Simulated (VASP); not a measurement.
# Rb2NaAs6Rh (Fm-3m) in VASP: single point with PBE

Aim: the single point of Rb2NaAs6Rh with PBE.

Everything below comes from runs of VASP 6.6.1. Logs are shortened: lines on timing, memory, paths and dates and some standing lists are left out, and cuts for length are marked.

### Step 1. The cell of the first run

It takes space group Fm-3m (No. 225, cubic). Conventional cell: a = 9.323 Å, b = 9.323 Å, c = 9.323 Å, α = 90.00°, β = 90.00°, γ = 90.00°. Within 3.3 Å of Na (site symmetry m-3m) lie 6 As at 2.48 Å. Within 2.9 Å of Rh (site symmetry m-3m) lie 6 As at 2.18 Å. Rb (site symmetry -43m) has 12 As at 3.30 Å and 4 Na at 4.04 Å and 4 Rh at 4.04 Å within 4.3 Å. Within 2.9 Å of As (site symmetry 4mm) lie 1 Rh at 2.18 Å and 1 Na at 2.48 Å.

### Step 2. Single point, PBE

INCAR

```
SYSTEM = Rb2NaAs6Rh
  PREC = Accurate
  ENCUT = 520
  EDIFF = 1E-7
  ISMEAR = -1
  SIGMA = 0.1
  LREAL = .FALSE.
  LASPH = .TRUE.
  NELM = 80
  ALGO = Normal
  ISIF = 2
  LWAVE = .FALSE.
  LCHARG = .FALSE.
  GGA = PE
  NBANDS = 46
```

KPOINTS

```
Automatic mesh
0
G
  6 6 6
  0 0 0
```

POSCAR

```
Rb2NaAs6Rh
1.0
    0.0000000000      4.6615430000      4.6615430000
    4.6615430000      0.0000000000      4.6615430000
    4.6615430000      4.6615430000      0.0000000000
Na Rh Rb As
1 1 2 6
Direct
    0.5000000000      0.5000000000      0.5000000000
    0.0000000000      0.0000000000      0.0000000000
    0.2500000000      0.2500000000      0.2500000000
    0.7500000000      0.7500000000      0.7500000000
    0.7660000000      0.2340000000      0.2340000000
    0.2340000000      0.7660000000      0.2340000000
    0.2340000000      0.7660000000      0.7660000000
    0.7660000000      0.2340000000      0.7660000000
    0.2340000000      0.2340000000      0.7660000000
    0.7660000000      0.7660000000      0.2340000000
```

Potentials or basis: VASP PAW PBE potentials, release 64 (Na_pv, Rh_pv, Rb_sv, As).

On the command line:

```bash
$ cat potpaw_PBE.64/Na_pv/POTCAR potpaw_PBE.64/Rh_pv/POTCAR potpaw_PBE.64/Rb_sv/POTCAR potpaw_PBE.64/As/POTCAR > POTCAR
$ mpirun -np 1 vasp_std > vasp.out
```

OUTCAR:

```text
SYSTEM = Rb2NaAs6Rh
   PREC = Accurate
   ENCUT = 520
   EDIFF = 1E-7
   ISMEAR = -1
   LREAL = .FALSE.
   LASPH = .TRUE.
   NELM = 80
   ISIF = 2
   GGA = PE

 ion  position               nearest neighbor table
   1  0.500  0.500  0.500-   5 2.48   6 2.48   7 2.48   8 2.48   9 2.48  10 2.48   3 4.04   3 4.04
                             3 4.04   4 4.04   3 4.04   4 4.04   4 4.04   4 4.04
   2  0.000  0.000  0.000-   5 2.18   6 2.18   7 2.18   8 2.18   9 2.18  10 2.18   4 4.04   4 4.04
                             3 4.04   4 4.04   4 4.04   3 4.04   3 4.04   3 4.04
   3  0.250  0.250  0.250-   5 3.30   8 3.30  10 3.30   6 3.30   7 3.30  10 3.30   7 3.30   8 3.30
                             9 3.30   5 3.30   6 3.30   9 3.30   1 4.04   2 4.04   2 4.04   2 4.04
   4  0.750  0.750  0.750-   7 3.30   8 3.30  10 3.30   5 3.30   6 3.30  10 3.30   5 3.30   8 3.30
                             9 3.30   6 3.30   7 3.30   9 3.30   2 4.04   1 4.04   1 4.04   2 4.04
   5  0.766  0.234  0.234-   2 2.18   1 2.48   4 3.30   4 3.30   3 3.30   3 3.30
   6  0.234  0.766  0.234-   2 2.18   1 2.48   4 3.30   4 3.30   3 3.30   3 3.30
   7  0.234  0.766  0.766-   2 2.18   1 2.48   4 3.30   4 3.30   3 3.30   3 3.30
   8  0.766  0.234  0.766-   2 2.18   1 2.48   4 3.30   4 3.30   3 3.30   3 3.30
   9  0.234  0.234  0.766-   2 2.18   1 2.48   4 3.30   4 3.30   3 3.30   3 3.30
  10  0.766  0.766  0.234-   2 2.18   1 2.48   4 3.30   4 3.30   3 3.30   3 3.30

  LATTYP: Found a face centered cubic cell.
 ALAT       =     9.3230860000

  Lattice vectors:

 A1 = (   0.0000000000,   4.6615430000,   4.6615430000)
 A2 = (   4.6615430000,   0.0000000000,   4.6615430000)
 A3 = (   4.6615430000,   4.6615430000,   0.0000000000)

Analysis of symmetry for initial positions (statically):
=====================================================================
 Subroutine PRICEL returns:
 Original cell was already a primitive cell.

 Routine SETGRP: Setting up the symmetry group for a
 face centered cubic supercell.

 Subroutine GETGRP returns: Found 48 space group operations
[... 9 lines left out ...]

 Routine SETGRP: Setting up the symmetry group for a
 face centered cubic supercell.

 Subroutine GETGRP returns: Found 48 space group operations
[... 11 lines left out ...]
                                     Primitive cell

  volume of cell :     202.5905

  direct lattice vectors                    reciprocal lattice vectors
     0.000000000  4.661543000  4.661543000    -0.107260622  0.107260622  0.107260622
     4.661543000  0.000000000  4.661543000     0.107260622 -0.107260622  0.107260622
     4.661543000  4.661543000  0.000000000     0.107260622  0.107260622 -0.107260622

  length of vectors
     6.592417332  6.592417332  6.592417332     0.185780846  0.185780846  0.185780846

  position of ions in fractional coordinates (direct lattice)
     0.500000000  0.500000000  0.500000000
     0.000000000  0.000000000  0.000000000
     0.250000000  0.250000000  0.250000000
     0.750000000  0.750000000  0.750000000
     0.766000000  0.234000000  0.234000000
     0.234000000  0.766000000  0.234000000
     0.234000000  0.766000000  0.766000000
     0.766000000  0.234000000  0.766000000
     0.234000000  0.234000000  0.766000000
     0.766000000  0.766000000  0.234000000

  ion indices of the primitive-cell ions
   primitive index   ion index
                 1           1
                 2           2
                 3           3
                 4           4
                 5           5
                 6           6
                 7           7
                 8           8
                 9           9
                10          10

----------------------------------------------------------------------------------------

 KPOINTS: Automatic mesh

Automatic generation of k-mesh.
 Grid dimensions read from file:
 generate k-points for:    6    6    6

 Generating k-lattice:

  Cartesian coordinates                     Fractional coordinates (reciprocal lattice)
    -0.017876770  0.017876770  0.017876770     0.166666667  0.000000000  0.000000000
     0.017876770 -0.017876770  0.017876770     0.000000000  0.166666667  0.000000000
     0.017876770  0.017876770 -0.017876770     0.000000000  0.000000000  0.166666667

  Length of vectors
     0.030963474  0.030963474  0.030963474

  Shift w.r.t. Gamma in fractional coordinates (k-lattice)
     0.000000000  0.000000000  0.000000000

 Subroutine IBZKPT returns following result:
 ===========================================

 Found     16 irreducible k-points:

 Following reciprocal coordinates:
            Coordinates               Weight
  0.000000  0.000000  0.000000      1.000000
  0.166667  0.000000  0.000000      8.000000
  0.333333  0.000000  0.000000      8.000000
  0.500000  0.000000  0.000000      4.000000
  0.166667  0.166667  0.000000      6.000000
  0.333333  0.166667  0.000000     24.000000
[... 8 lines left out ...]
 -0.333333  0.333333  0.166667     24.000000
 -0.333333  0.500000  0.166667     12.000000
   k-points           NKPTS =     16   k-points in BZ     NKDIM =     16   number of bands    NBANDS=     46
   number of dos      NEDOS =    301   number of ions     NIONS =     10
   total plane-waves  NPLWV = 125000
   dimension x,y,z NGX =    50 NGY =   50 NGZ =   50
   dimension x,y,z NGXF=   100 NGYF=  100 NGZF=  100
   ions per type =               1   1   2   6
   NGX,Y,Z   is equivalent  to a cutoff of  12.61, 12.61, 12.61 a.u.
   NGXF,Y,Z  is equivalent  to a cutoff of  25.22, 25.22, 25.22 a.u.
 SYSTEM =  Rb2NaAs6Rh
   PREC   = accura    normal or accurate (medium, high low for compatibility)
   ISTART =      0    job   : 0-new  1-cont  2-samecut
   ICHARG =      2    charge: 1-file 2-atom 10-const
   ISPIN  =      1    spin polarized calculation?
   LNONCOLLINEAR =      F non collinear calculations
   LSORBIT =      F    spin-orbit coupling
   LASPH  =      T    aspherical Exc in radial PAW
   ENCUT  =  520.0 eV  38.22 Ry    6.18 a.u.  12.26 12.26 12.26*2*pi/ulx,y,z
   NELM   =     80;   NELMIN=  2; NELMDL= -5     # of ELM steps
   EDIFF  = 0.1E-06   stopping-criterion for ELM
   LREAL  =      F    real-space projection
   EDIFFG = 0.1E-05   stopping-criterion for IOM
   NSW    =      0    number of steps for IOM
   IBRION =     -1    ionic relax: 0-MD 1-quasi-New 2-CG
   NFREE  =      0    steps in history (QN), initial steepest desc. (CG)
   ISIF   =      2    stress and relaxation
   ISYM   =      2    0-nonsym 1-usesym 2-fastsym
   POTIM  = 0.5000    time-step for ionic-motion
   TEBEG  =    0.0;   TEEND  =   0.0 temperature during run
   PSTRESS=    0.0 pullay stress
   NELECT =      70.0000    total number of electrons
   NUPDOWN=      -1.0000    fix difference up-down
   EMIN   =  10.00;   EMAX   =-10.00  energy-range for DOS
   EFERMI =   0.00;   METHOD = LEGACY
   ISMEAR =    -1;   SIGMA  =   0.10  broadening in eV -4-tet -1-fermi 0-gaus
   EFERMI_NEDOS =   21; number of points for ismear=-14 and -15
   IALGO  =     38    algorithm
   IMIX   =      4    mixing-type and parameters
     AMIX     =   0.40;   BMIX     =  1.00
     AMIX_MAG =   1.60;   BMIX_MAG =  1.00
  volume/ion in A,a.u.               =      20.26       136.71
  Fermi-wavevector in a.u.,A,eV,Ry     =   1.148774  2.170868 17.955350  1.319681
  Thomas-Fermi vector in A             =   2.285447
   LORBIT       =      0    0 simple, 1 ext, 2 COOP (PROOUT), +10 PAW based schemes
   GGA     = PE    functional components
   LHFCALC =     F    Hartree Fock is set to
   AEXX    =    0.0000 exact exchange contribution
   IVDW    =     0    specifies the selected vdW correction
   LEPSILON=     F    determine dielectric tensor
   LRPA    =     F    only Hartree local field effects (RPA)
 non-spin polarized calculation
  energy-cutoff  :      520.00
  volume of cell :      202.59
 maximum number of plane-waves:      5577
 NGX is ok and might be reduce to    50
   NGX = 25   NGY = 25   NGZ = 25

 number of electron      69.9999999 magnetization

 Free energy of the ion-electron system (eV)
  ---------------------------------------------------
  ext. energy  EPLUGINS =         0.00000000
  ---------------------------------------------------
  free energy    TOTEN  =       -31.55787576 eV

  energy without entropy =      -31.33139191  energy(sigma->0) =      -31.44463384

 E-fermi :   5.0124     XC(G=0): -10.2433

 val. band max:        5.0062406662   @ k =  -0.3333   0.3333   0.1667
 cond. band min:       5.0474205160   @ k =   0.5000   0.3333   0.1667
 fundamental gap:      0.0411798498
 Fermi energy:         5.0123754036

 k-point     1 :       0.0000    0.0000    0.0000
  band No.  band energies     occupation
      1     -42.9596      2.00000
      2     -42.9596      2.00000
      3     -42.9596      2.00000
      4     -21.2749      2.00000
      5     -21.2501      2.00000
      6     -18.8836      2.00000
[... 38 lines left out ...]
     45       9.0580      0.00000
     46      10.1460      0.00000

 k-point     2 :       0.1667    0.0000    0.0000
  band No.  band energies     occupation
      1     -42.9596      2.00000
      2     -42.9596      2.00000
      3     -42.9596      2.00000
      4     -21.2731      2.00000
      5     -21.2516      2.00000
      6     -18.8836      2.00000
[... 38 lines left out ...]
     45       9.4375      0.00000
     46      10.2261      0.00000

 k-point     3 :       0.3333    0.0000    0.0000
  band No.  band energies     occupation
      1     -42.9596      2.00000
      2     -42.9596      2.00000
      3     -42.9596      2.00000
      4     -21.2682      2.00000
      5     -21.2558      2.00000
      6     -18.8837      2.00000
[... 626 lines left out ...]
     45      11.0226      0.00000
     46      11.4008      0.00000

 k-point    16 :      -0.3333    0.5000    0.1667
  band No.  band energies     occupation
      1     -42.9596      2.00000
      2     -42.9596      2.00000
      3     -42.9596      2.00000
      4     -21.2637      2.00000
      5     -21.2596      2.00000
      6     -18.8838      2.00000
[... 38 lines left out ...]
     45      11.4728      0.00000
     46      11.5921      0.00000

------------------------ aborting loop because EDIFF is reached ----------------------------------------

  FORCE on cell =-STRESS in cart. coord.  units (eV):
  Direction    XX          YY          ZZ          XY          YZ          ZX
  --------------------------------------------------------------------------------------
  -------------------------------------------------------------------------------------
  Total       35.0017002     35.0017002     35.0017002      0.0000000     -0.0000000     -0.0000000
  in kB      276.8092784    276.8092784    276.8092784      0.0000000     -0.0000000     -0.0000000
  external PRESSURE =     276.8092784 kB  Pullay stress =       0.0000000 kB

 VOLUME and BASIS-vectors are now :
 -----------------------------------------------------------------------------
  energy-cutoff  :      520.00
  volume of cell :      202.59
      direct lattice vectors                 reciprocal lattice vectors
     0.000000000  4.661543000  4.661543000    -0.107260622  0.107260622  0.107260622
     4.661543000  0.000000000  4.661543000     0.107260622 -0.107260622  0.107260622
     4.661543000  4.661543000  0.000000000     0.107260622  0.107260622 -0.107260622

 POSITION                                       TOTAL-FORCE (eV/Angst)
 -----------------------------------------------------------------------------------
      4.66154      4.66154      4.66154        -0.000000      0.000000      0.000000
      0.00000      0.00000      0.00000        -0.000000      0.000000      0.000000
      2.33077      2.33077      2.33077        -0.000000      0.000000      0.000000
      6.99231      6.99231      6.99231        -0.000000      0.000000      0.000000
      2.18160      4.66154      4.66154         3.946515      0.000000      0.000000
      4.66154      2.18160      4.66154        -0.000000      3.946515      0.000000
      7.14148      4.66154      4.66154        -3.946515      0.000000      0.000000
      4.66154      7.14148      4.66154        -0.000000     -3.946515      0.000000
      4.66154      4.66154      2.18160        -0.000000      0.000000      3.946515
      4.66154      4.66154      7.14148        -0.000000      0.000000     -3.946515
 -----------------------------------------------------------------------------------
    total drift:                               -0.000000     -0.000000     -0.000000

  FREE ENERGIE OF THE ION-ELECTRON SYSTEM (eV)
  ---------------------------------------------------
  free  energy   TOTEN  =       -31.5578757643 eV

  energy  without entropy=      -31.3313919059  energy(sigma->0) =      -31.44463384
```

Wall time 9.2 min (1 thread of AMD EPYC, shared host); peak memory 0.4 GiB.

What came out:

```
Free energy            : -31.5579 eV
Pressure               : 27.7 GPa
Largest force          : 3.947 eV/Å
Band gap on the k mesh : zero (band 35 reaches 5.17 eV, above the bottom of band 36 at 4.34 eV)
```

Forces in eV/Å, atoms in the order of the input:
```
Na   0.000  0.000  0.000
Rh   0.000  0.000  0.000
Rb   0.000  0.000  0.000
Rb   0.000  0.000  0.000
As   3.947  0.000  0.000
As   0.000  3.947  0.000
As  -3.947  0.000  0.000
As   0.000 -3.947  0.000
As   0.000  0.000  3.947
As   0.000  0.000 -3.947
```

Levels at points of the mesh, in eV from the Fermi level:
```csv
k point,band 32,band 33,band 34,band 35,band 36,band 37,band 38,band 39
"(0.00, 0.00, 0.00)",-1.23,-0.13,-0.13,-0.13,1.95,1.95,1.95,2.53
"(0.50, 0.00, 0.00)",-1.54,-0.69,-0.53,-0.53,0.49,0.52,0.52,1.40
"(0.50, 0.50, 0.00)",-1.40,-0.84,-0.84,-0.68,-0.68,0.39,0.39,0.99
```

Caveat: forces of over 1 eV/Å act on the atoms, so gaps and moduli don't describe the material at rest.
